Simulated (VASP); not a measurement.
A run of VASP 6.6.1 is set up as follows.

INCAR

```
SYSTEM = LaAsRuO
PREC = Accurate
ENCUT = 520
EDIFF = 1E-6
ISMEAR = -1
SIGMA = 0.05
LREAL = .FALSE.
LASPH = .TRUE.
NELM = 80
ALGO = Normal
ISIF = 2
LWAVE = .FALSE.
LCHARG = .FALSE.
GGA = PE
IVDW = 12
NBANDS = 46
```

Contents of KPOINTS:

```
Automatic mesh
0
G
  7 7 3
  0 0 0
```

File POSCAR:

```
LaAsRuO
1.0
    4.1875720000      0.0000000000      0.0000000000
    0.0000000000      4.1875720000      0.0000000000
    0.0000000000      0.0000000000      9.1158540000
La As Ru O
2 2 2 2
Direct
    0.0000000000      0.5000000000      0.7898370005
    0.5000000000      0.0000000000      0.2101629995
    0.0000000000      0.5000000000      0.4451849997
    0.5000000000      0.0000000000      0.5548150003
    0.0000000000      0.0000000000      0.0000000000
    0.5000000000      0.5000000000      0.0000000000
    0.0000000000      0.0000000000      0.5000000000
    0.5000000000      0.5000000000      0.5000000000
```

Potentials or basis: VASP PAW PBE potentials, release 64 (La, As, Ru_pv, O).

Run with:

```bash
$ cat potpaw_PBE.64/La/POTCAR potpaw_PBE.64/As/POTCAR potpaw_PBE.64/Ru_pv/POTCAR potpaw_PBE.64/O/POTCAR > POTCAR
$ mpirun -np 1 vasp_std > vasp.out
```

Predict the dispersion energy per atom.

-0.353 eV.

Predict the largest force.

0.137 eV/Å.

What does it give for the band gap on the k mesh?

Zero (band 36 reaches 7.74 eV, above the bottom of band 37 at 7.20 eV).

Predict the pressure.

-2.7 GPa.

Forces on the atoms (eV/Å):
```
La   0.000  0.000 -0.012
La   0.000  0.000  0.012
As   0.000  0.000 -0.137
As   0.000  0.000  0.137
Ru   0.000  0.000  0.000
Ru   0.000  0.000  0.000
O    0.000  0.000  0.000
O    0.000  0.000  0.000
```

Caveat: three body term missing; spin-orbit coupling is left out, which moves the levels of the heavy elements; pairwise dispersion overbinds metals, which lowers pressure and volume.
